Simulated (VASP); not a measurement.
# CdSe (F-43m) in VASP: further runs

Aim: see how the results for CdSe move with the level of theory and the settings. Levels: PBE-based global hybrid with 15 % exact exchange, PBE-based global hybrid with 25 % exact exchange. Tasks: single point.

Everything below comes from runs of VASP 6.6.1. Logs are shortened: lines on timing, memory, paths and dates and some standing lists are left out, and cuts for length are marked.

## 1. The cell of the first run

It takes space group F-43m (No. 216, cubic). The conventional cell has a = 6.141 Å, b = 6.141 Å, c = 6.141 Å, α = 90.00°, β = 90.00°, γ = 90.00°. Cd (site symmetry -43m) has 4 Se at 2.66 Å within 3.5 Å. Within 3.5 Å of Se (site symmetry -43m) lie 4 Cd at 2.66 Å.

## 2. Single point, PBE-based global hybrid with 15 % exact exchange

The input, POSCAR:

```
CdSe
1.0
    0.0000000000      3.0702711986      3.0702711986
    3.0702711986      0.0000000000      3.0702711986
    3.0702711986      3.0702711986      0.0000000000
Cd Se
1 1
Direct
    0.0000000000      0.0000000000      0.0000000000
    0.2500000000      0.2500000000      0.2500000000
```

The input, INCAR.step1:

```
SYSTEM = CdSe
PREC = Accurate
ENCUT = 520
EDIFF = 1E-5
ISMEAR = -1
SIGMA = 0.05
LREAL = .FALSE.
LASPH = .TRUE.
NELM = 60
ALGO = Normal
ISIF = 2
LWAVE = .TRUE.
LCHARG = .FALSE.
GGA = PE
NBANDS = 16
```

The input, INCAR.step2:

```
SYSTEM = CdSe
PREC = Accurate
ENCUT = 520
EDIFF = 1E-6
ISMEAR = -1
SIGMA = 0.05
LREAL = .FALSE.
LASPH = .TRUE.
NELM = 60
ALGO = Normal
ISIF = 2
LWAVE = .FALSE.
LCHARG = .FALSE.
GGA = PE
LHFCALC = .TRUE.
AEXX = 0.15
PRECFOCK = Normal
ISTART = 1
NBANDS = 16
```

The input, KPOINTS:

```
Automatic mesh
0
G
  4 4 4
  0 0 0
```

Potentials or basis: VASP PAW PBE potentials, release 64 (Cd, Se).

On the command line:

```console
> cat potpaw_PBE.64/Cd/POTCAR potpaw_PBE.64/Se/POTCAR > POTCAR
> cp INCAR.step1 INCAR
> mpirun -np 1 vasp_std > vasp.out
> cp INCAR.step2 INCAR
> mpirun -np 1 vasp_std > vasp.out
```

OUTCAR:

```text
SYSTEM = CdSe
   PREC = Accurate
   ENCUT = 520
   EDIFF = 1E-6
   ISMEAR = -1
   LREAL = .FALSE.
   LASPH = .TRUE.
   NELM = 60
   ISIF = 2
   GGA = PE
   LHFCALC = .TRUE.
   AEXX = 0.15
   PRECFOCK = Normal
   ISTART = 1

 ion  position               nearest neighbor table
   1  0.000  0.000  0.000-   2 2.66   2 2.66   2 2.66   2 2.66
   2  0.250  0.250  0.250-   1 2.66   1 2.66   1 2.66   1 2.66

  LATTYP: Found a face centered cubic cell.
 ALAT       =     6.1405423972

  Lattice vectors:

 A1 = (   0.0000000000,   3.0702711986,   3.0702711986)
 A2 = (   3.0702711986,   0.0000000000,   3.0702711986)
 A3 = (   3.0702711986,   3.0702711986,   0.0000000000)

Analysis of symmetry for initial positions (statically):
=====================================================================
 Subroutine PRICEL returns:
 Original cell was already a primitive cell.

 Routine SETGRP: Setting up the symmetry group for a
 face centered cubic supercell.

 Subroutine GETGRP returns: Found 24 space group operations
 (whereof 24 operations were pure point group operations)
 out of a pool of 48 trial point group operations.

The static configuration has the point symmetry T_d .

Analysis of symmetry for dynamics (positions and initial velocities):
=====================================================================
 Subroutine PRICEL returns:
 Original cell was already a primitive cell.

 Routine SETGRP: Setting up the symmetry group for a
 face centered cubic supercell.

 Subroutine GETGRP returns: Found 24 space group operations
 (whereof 24 operations were pure point group operations)
 out of a pool of 48 trial point group operations.

The dynamic configuration has the point symmetry T_d .

 Subroutine INISYM returns: Found 24 space group operations
 (whereof 24 operations are pure point group operations),
 and found     1 'primitive' translations

----------------------------------------------------------------------------------------

                                     Primitive cell

  volume of cell :      57.8842

  direct lattice vectors                    reciprocal lattice vectors
     0.000000000  3.070271199  3.070271199    -0.162852063  0.162852063  0.162852063
     3.070271199  0.000000000  3.070271199     0.162852063 -0.162852063  0.162852063
     3.070271199  3.070271199  0.000000000     0.162852063  0.162852063 -0.162852063

  length of vectors
     4.342019169  4.342019169  4.342019169     0.282068048  0.282068048  0.282068048

  position of ions in fractional coordinates (direct lattice)
     0.000000000  0.000000000  0.000000000
     0.250000000  0.250000000  0.250000000

  ion indices of the primitive-cell ions
   primitive index   ion index
                 1           1
                 2           2

----------------------------------------------------------------------------------------

 KPOINTS: Automatic mesh

Automatic generation of k-mesh.
 Grid dimensions read from file:
 generate k-points for:    4    4    4

 Generating k-lattice:

  Cartesian coordinates                     Fractional coordinates (reciprocal lattice)
    -0.040713016  0.040713016  0.040713016     0.250000000  0.000000000  0.000000000
     0.040713016 -0.040713016  0.040713016     0.000000000  0.250000000  0.000000000
     0.040713016  0.040713016 -0.040713016     0.000000000  0.000000000  0.250000000

  Length of vectors
     0.070517012  0.070517012  0.070517012

  Shift w.r.t. Gamma in fractional coordinates (k-lattice)
     0.000000000  0.000000000  0.000000000

 Subroutine IBZKPT returns following result:
 ===========================================

 Found      8 irreducible k-points:

 Following reciprocal coordinates:
            Coordinates               Weight
  0.000000  0.000000  0.000000      1.000000
  0.250000  0.000000  0.000000      8.000000
  0.500000  0.000000  0.000000      4.000000
  0.250000  0.250000  0.000000      6.000000
  0.500000  0.250000  0.000000     24.000000
 -0.250000  0.250000  0.000000     12.000000
  0.500000  0.500000  0.000000      3.000000
 -0.250000  0.500000  0.250000      6.000000
   k-points           NKPTS =      8   k-points in BZ     NKDIM =     64   number of bands    NBANDS=     16
   number of dos      NEDOS =    301   number of ions     NIONS =      2
   total plane-waves  NPLWV =  32768
   dimension x,y,z NGX =    32 NGY =   32 NGZ =   32
   dimension x,y,z NGXF=    64 NGYF=   64 NGZF=   64
   ions per type =               1   1
   NGX,Y,Z   is equivalent  to a cutoff of  12.25, 12.25, 12.25 a.u.
   NGXF,Y,Z  is equivalent  to a cutoff of  24.50, 24.50, 24.50 a.u.
 SYSTEM =  CdSe
   PREC   = accura    normal or accurate (medium, high low for compatibility)
   ISTART =      1    job   : 0-new  1-cont  2-samecut
   ICHARG =      0    charge: 1-file 2-atom 10-const
   ISPIN  =      1    spin polarized calculation?
   LNONCOLLINEAR =      F non collinear calculations
   LSORBIT =      F    spin-orbit coupling
   LASPH  =      T    aspherical Exc in radial PAW
   ENCUT  =  520.0 eV  38.22 Ry    6.18 a.u.   8.07  8.07  8.07*2*pi/ulx,y,z
   NELM   =     60;   NELMIN=  2; NELMDL=  0     # of ELM steps
   EDIFF  = 0.1E-05   stopping-criterion for ELM
   LREAL  =      F    real-space projection
   EDIFFG = 0.1E-04   stopping-criterion for IOM
   NSW    =      0    number of steps for IOM
   IBRION =     -1    ionic relax: 0-MD 1-quasi-New 2-CG
   NFREE  =      0    steps in history (QN), initial steepest desc. (CG)
   ISIF   =      2    stress and relaxation
   ISYM   =      3    0-nonsym 1-usesym 2-fastsym
   POTIM  = 0.5000    time-step for ionic-motion
   TEBEG  =    0.0;   TEEND  =   0.0 temperature during run
   PSTRESS=    0.0 pullay stress
   NELECT =      18.0000    total number of electrons
   NUPDOWN=      -1.0000    fix difference up-down
   EMIN   =  10.00;   EMAX   =-10.00  energy-range for DOS
   EFERMI =   0.00;   METHOD = LEGACY
   ISMEAR =    -1;   SIGMA  =   0.05  broadening in eV -4-tet -1-fermi 0-gaus
   EFERMI_NEDOS =   21; number of points for ismear=-14 and -15
   IALGO  =     38    algorithm
   IMIX   =      1    mixing-type and parameters
     AMIX     =   0.40;   BMIX     =  1.00
     AMIX_MAG =   1.60;   BMIX_MAG =  1.00
  volume/ion in A,a.u.               =      28.94       195.31
  Fermi-wavevector in a.u.,A,eV,Ry     =   1.109121  2.095935 16.737199  1.230149
  Thomas-Fermi vector in A             =   2.245657
   LORBIT       =      0    0 simple, 1 ext, 2 COOP (PROOUT), +10 PAW based schemes
   GGA     = PE    functional components
   LHFCALC =     T    Hartree Fock is set to
   PRECFOCK=normal    Normal, Fast or Accurate (Low or Medium for compatibility)
   ENCUT4O =  -1.0   cutoff for four orbital integrals eV
   NKREDX  =     1    reduce k-point grid by
   NKREDY  =     1    reduce k-point grid by
   NKREDZ  =     1    reduce k-point grid by
   AEXX    =    0.1500 exact exchange contribution
   HFSCREEN=    0.0000 screening length (either q_TF or 0.3 A-1)
   HFSCREENC=   0.0000 screening length for correlation (either q_TF or 0.3 A-1)
   ENCUTFOCK=  -1.0 apply spherical cutoff to Coloumb kernel
   IVDW    =     0    specifies the selected vdW correction
   LEPSILON=     F    determine dielectric tensor
   LRPA    =     F    only Hartree local field effects (RPA)
 non-spin polarized calculation
  energy-cutoff  :      520.00
  volume of cell :       57.88
 maximum number of plane-waves:      1588
  NGX = 28; NGY = 28; NGZ = 28

 number of electron      18.0000008 magnetization

 Free energy of the ion-electron system (eV)
  ---------------------------------------------------
  ext. energy  EPLUGINS =         0.00000000
  ---------------------------------------------------
  free energy    TOTEN  =        -6.59285841 eV

  energy without entropy =       -6.59285839  energy(sigma->0) =       -6.59285840

 E-fermi :   0.9424     XC(G=0):  -7.6440

 val. band max:        0.1614171942   @ k =   0.0000   0.0000   0.0000
 cond. band min:       1.6686189611   @ k =   0.0000   0.0000   0.0000
 fundamental gap:      1.5072017668
 Fermi energy:         0.9424261375

 k-point     1 :       0.0000    0.0000    0.0000
  band No.  band energies     occupation
      1     -12.9652      2.00000
      2      -8.4553      2.00000
      3      -8.4553      2.00000
      4      -8.4553      2.00000
      5      -8.1112      2.00000
      6      -8.1112      2.00000
      7       0.1614      2.00000
      8       0.1614      2.00000
      9       0.1614      2.00000
     10       1.6686      0.00000
     11       7.1444      0.00000
     12       7.1444      0.00000
     13       7.1444      0.00000
     14      10.9777      0.00000
     15      12.3249      0.00000
     16      12.3249      0.00000

 k-point     2 :       0.2500    0.0000    0.0000
  band No.  band energies     occupation
      1     -12.7815      2.00000
      2      -8.4053      2.00000
      3      -8.4053      2.00000
      4      -8.2399      2.00000
      5      -8.1096      2.00000
      6      -8.1096      2.00000
      7      -2.5210      2.00000
      8      -0.2370      2.00000
      9      -0.2370      2.00000
     10       3.3954      0.00000
     11       7.1311      0.00000
     12       7.6651      0.00000
     13       7.6651      0.00000
     14      11.2832      0.00000
     15      11.2832      0.00000
     16      11.2969      0.00000

 k-point     3 :       0.5000    0.0000    0.0000
  band No.  band energies     occupation
      1     -12.5964      2.00000
      2      -8.3688      2.00000
      3      -8.3688      2.00000
      4      -8.0914      2.00000
      5      -8.0914      2.00000
      6      -7.8138      2.00000
      7      -4.2713      2.00000
      8      -0.5843      2.00000
      9      -0.5843      2.00000
     10       3.5204      0.00000
     11       7.6377      0.00000
     12       7.6377      0.00000
     13       8.5800      0.00000
     14      11.2352      0.00000
     15      13.4067      0.00000
     16      13.4067      0.00000

 k-point     4 :       0.2500    0.2500    0.0000
  band No.  band energies     occupation
      1     -12.7218      2.00000
      2      -8.3451      2.00000
      3      -8.3451      2.00000
      4      -8.2843      2.00000
      5      -8.1108      2.00000
      6      -8.0856      2.00000
      7      -2.4229      2.00000
      8      -0.8646      2.00000
      9      -0.8646      2.00000
     10       4.3920      0.00000
     11       5.3859      0.00000
     12       8.8739      0.00000
     13       8.8739      0.00000
     14       9.0105      0.00000
     15      12.8646      0.00000
     16      14.4336      0.00000

 k-point     5 :       0.5000    0.2500    0.0000
  band No.  band energies     occupation
      1     -12.5403      2.00000
      2      -8.3246      2.00000
      3      -8.2916      2.00000
      4      -8.1673      2.00000
      5      -8.0814      2.00000
      6      -7.7750      2.00000
      7      -3.8316      2.00000
      8      -1.8345      2.00000
      9      -1.1760      2.00000
     10       4.8407      0.00000
     11       6.3205      0.00000
     12       8.2780      0.00000
     13       9.1594      0.00000
     14      11.0931      0.00000
     15      13.6484      0.00000
     16      14.2918      0.00000

 k-point     6 :      -0.2500    0.2500    0.0000
  band No.  band energies     occupation
      1     -12.5998      2.00000
      2      -8.3439      2.00000
      3      -8.3416      2.00000
      4      -8.1212      2.00000
      5      -8.1198      2.00000
      6      -7.8889      2.00000
      7      -3.4933      2.00000
      8      -1.8926      2.00000
      9      -0.6065      2.00000
     10       4.9152      0.00000
     11       7.0323      0.00000
     12       7.4882      0.00000
     13       8.3547      0.00000
     14      10.8428      0.00000
     15      12.5096      0.00000
     16      14.3308      0.00000

 k-point     7 :       0.5000    0.5000    0.0000
  band No.  band energies     occupation
      1     -12.4813      2.00000
      2      -8.2650      2.00000
      3      -8.2197      2.00000
      4      -8.2197      2.00000
      5      -8.0597      2.00000
      6      -7.7398      2.00000
      7      -3.9842      2.00000
      8      -1.6869      2.00000
      9      -1.6869      2.00000
     10       4.2435      0.00000
     11       4.9062      0.00000
     12      10.3052      0.00000
     13      11.4705      0.00000
     14      11.4705      0.00000
     15      13.7061      0.00000
     16      14.6240      0.00000

 k-point     8 :      -0.2500    0.5000    0.2500
  band No.  band energies     occupation
      1     -12.4826      2.00000
      2      -8.2833      2.00000
      3      -8.2793      2.00000
      4      -8.1447      2.00000
      5      -8.1059      2.00000
      6      -7.6277      2.00000
      7      -3.8555      2.00000
      8      -2.0930      2.00000
      9      -2.0218      2.00000
     10       6.2318      0.00000
     11       6.3259      0.00000
     12       7.6703      0.00000
     13       8.7543      0.00000
     14      11.7725      0.00000
     15      13.8621      0.00000
     16      14.3453      0.00000

------------------------ aborting loop because EDIFF is reached ----------------------------------------

  FORCE on cell =-STRESS in cart. coord.  units (eV):
  Direction    XX          YY          ZZ          XY          YZ          ZX
  --------------------------------------------------------------------------------------
  -------------------------------------------------------------------------------------
  Total        0.2809259      0.2809259      0.2809259      0.0000000      0.0000000      0.0000000
  in kB        7.7757472      7.7757472      7.7757472      0.0000000      0.0000000      0.0000000
  external PRESSURE =       7.7757472 kB  Pullay stress =       0.0000000 kB

 VOLUME and BASIS-vectors are now :
 -----------------------------------------------------------------------------
  energy-cutoff  :      520.00
  volume of cell :       57.88
      direct lattice vectors                 reciprocal lattice vectors
     0.000000000  3.070271199  3.070271199    -0.162852063  0.162852063  0.162852063
     3.070271199  0.000000000  3.070271199     0.162852063 -0.162852063  0.162852063
     3.070271199  3.070271199  0.000000000     0.162852063  0.162852063 -0.162852063

 POSITION                                       TOTAL-FORCE (eV/Angst)
 -----------------------------------------------------------------------------------
      0.00000      0.00000      0.00000         0.000000     -0.000000     -0.000000
      1.53514      1.53514      1.53514        -0.000000      0.000000      0.000000
 -----------------------------------------------------------------------------------
    total drift:                                0.000070      0.000073      0.000045

  FREE ENERGIE OF THE ION-ELECTRON SYSTEM (eV)
  ---------------------------------------------------
  free  energy   TOTEN  =        -6.5928584140 eV

  energy  without entropy=       -6.5928583892  energy(sigma->0) =       -6.59285840
```

Run time: 11 min. Hardware: 1 thread of Intel Xeon Platinum 8375C at 2.90GHz (Ice Lake), shared host; peak memory 0.19 GiB.

Results:

| Item | Value |
| --- | --- |
| Free energy | -6.5929 eV |
| Pressure | 0.8 GPa |
| Band gap on the k mesh | 1.51 eV |

Levels at points of the mesh, in eV from the valence-band top:
| k point | band 5 | band 6 | band 7 | band 8 | band 9 | band 10 | band 11 | band 12 | band 13 | band 14 |
| --- | --- | --- | --- | --- | --- | --- | --- | --- | --- | --- |
| (0.00, 0.00, 0.00) | -8.27 | -8.27 | 0.00 | 0.00 | 0.00 | 1.51 | 6.98 | 6.98 | 6.98 | 10.82 |
| (0.50, 0.00, 0.00) | -8.25 | -7.98 | -4.43 | -0.75 | -0.75 | 3.36 | 7.48 | 7.48 | 8.42 | 11.07 |
| (0.50, 0.50, 0.00) | -8.22 | -7.90 | -4.15 | -1.85 | -1.85 | 4.08 | 4.74 | 10.14 | 11.31 | 11.31 |

Caveat: the k points lie up to 0.44 Å⁻¹ apart; the PAW data sets were made with another functional, which shifts forces and pressure a little.

## 3. Single point, PBE-based global hybrid with 25 % exact exchange

POSCAR is that of step 2.

The input, INCAR.step1:

```
PREC = Accurate
ENCUT = 520
EDIFF = 1E-5
ISMEAR = -1
SIGMA = 0.05
LREAL = False
LASPH = True
NELM = 100
ALGO = Normal
ISIF = 2
LWAVE = True
LCHARG = False
NBANDS = 16
GGA = PE
```

The input, INCAR.step2:

```
PREC = Accurate
ENCUT = 520
EDIFF = 1E-6
ISMEAR = -1
SIGMA = 0.05
LREAL = False
LASPH = True
NELM = 100
ALGO = Normal
ISIF = 2
LWAVE = False
LCHARG = False
GGA = PE
LHFCALC = True
AEXX = 0.25
PRECFOCK = Normal
NBANDS = 16
ISTART = 1
```

The input, KPOINTS:

```
regular mesh
0
Gamma
  4 4 4
```

Potentials or basis: VASP PAW PBE potentials, release 64 (Cd, Se).

On the command line:

```console
> cat potpaw_PBE.64/Cd/POTCAR potpaw_PBE.64/Se/POTCAR > POTCAR
> cp INCAR.step1 INCAR
> mpirun -np 1 vasp_std > vasp.out
> cp INCAR.step2 INCAR
> mpirun -np 1 vasp_std > vasp.out
```

Wall time 12 min (1 thread of Intel Xeon Platinum 8375C at 2.90GHz (Ice Lake), shared host); peak memory 0.2 GiB.

The run converged. Its results:

```yaml
Free_energy: -7.3901 eV
Pressure: 0.2 GPa
Band_gap_on_the_k_mesh: 2.18 eV
```

Levels at points of the mesh, in eV from the valence-band top:
| k point | band 6 | band 7 | band 8 | band 9 | band 10 | band 11 | band 12 | band 13 |
| --- | --- | --- | --- | --- | --- | --- | --- | --- |
| (0.00, 0.00, 0.00) | -8.76 | 0.00 | 0.00 | 0.00 | 2.18 | 7.71 | 7.71 | 7.71 |
| (0.50, 0.00, 0.00) | -8.45 | -4.55 | -0.77 | -0.77 | 4.06 | 8.19 | 8.19 | 9.15 |
| (0.50, 0.50, 0.00) | -8.37 | -4.25 | -1.90 | -1.90 | 4.70 | 5.45 | 10.93 | 12.17 |

Caveat: the k points lie up to 0.44 Å⁻¹ apart; the PAW data sets were made with another functional, which shifts forces and pressure a little.
